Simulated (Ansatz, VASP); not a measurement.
Two plane-wave programs on Ga2O3

```
Ga O
1.0
     2.49233    1.43895    4.48022
    -2.49233    1.43895    4.48022
     0.00000   -2.87789    4.48022
Ga O
4 6
Cartesian
  0.0000 0.0000 11.5001
  0.0000 0.0000 8.6609
  0.0000 0.0000 1.9406
  0.0000 0.0000 4.7798
  -0.9831 -1.4389 5.6003
  1.7377 -0.1319 5.6003
  -0.7546 1.5709 5.6003
  0.9831 1.4389 7.8404
  -1.7377 0.1319 7.8404
  0.7546 -1.5709 7.8404
```

Change from the starting cell: strained cell.

Alike in both runs: functional LDA; k mesh 6 × 6 × 6; occupations gaussian, width 0.02 eV; no spin polarisation.

Ansatz relaxed the structure, and its values are those at the end. VASP's run is a single point on that final structure, the one shown.

|  | VASP | Ansatz |
| --- | --- | --- |
| version | VASP 6.6.1 | Ansatz 0.2.0 |
| potentials or method | VASP PAW LDA potentials, release 64 (Ga_d, O_h), cutoff 910 eV | scalar-relativistic, plane waves, PAW |
| valence electrons in the cell | 88 | 88 |

```csv
,VASP,Ansatz,Ansatz less VASP
gap on the k mesh at the Fermi level (eV),2.80,2.78,-0.017
least direct gap on the mesh (eV),3.06,3.04,-0.018
rms of the force components (eV/Å),0.010,0.000,-0.0101
```

Ansatz warns that its potentials were made for another functional, while VASP's fit it. LDA's correlation is that of Perdew and Zunger in VASP and of Perdew and Wang (1992) in Ansatz. Ansatz's warnings: stress scf threshold loose.

Noted on VASP's run: the cutoff is short for stress, so the pressure is rough.
